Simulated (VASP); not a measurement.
Here is a VASP 6.6.1 calculation.

The input INCAR:

```
SYSTEM = LiF
PREC = Accurate
ENCUT = 520
EDIFF = 1E-6
ISMEAR = 0
SIGMA = 0.05
LREAL = .False.
LASPH = .True.
NELM = 80
ALGO = Normal
ISIF = 2
LWAVE = .False.
LCHARG = .False.
NBANDS = 18
```

Contents of KPOINTS:

```
regular mesh
0
Gamma
  9 9 6
  0 0 0
```

POSCAR

```
LiF
1.0
    3.2094779225      0.0000000000      0.0000000000
   -1.6047389613      2.7794894138      0.0000000000
    0.0000000000      0.0000000000      4.8171054139
Li F
2 2
Direct
    0.3333333333      0.6666666667      0.3839784076
    0.6666666667      0.3333333333      0.8839784076
    0.3333333333      0.6666666667      0.9910195924
    0.6666666667      0.3333333333      0.4910195924
```

Potentials or basis: VASP PAW LDA potentials, release 64 (Li_sv, F).

The run is started by

```sh
$ cat potpaw_LDA.64/Li_sv/POTCAR potpaw_LDA.64/F/POTCAR > POTCAR
$ mpirun -np 1 vasp_std > vasp.out
```

Q: Predict the largest force.

A: 0.023 eV/Å.

Q: What does it give for the band gap on the k mesh?

A: 7.03 eV, direct.

Forces in eV/Å, atoms in the order of the input:
```
Li   0.000  0.000  0.023
Li   0.000  0.000  0.023
F    0.000  0.000 -0.023
F    0.000  0.000 -0.023
```

 A k mesh can miss the band edges.
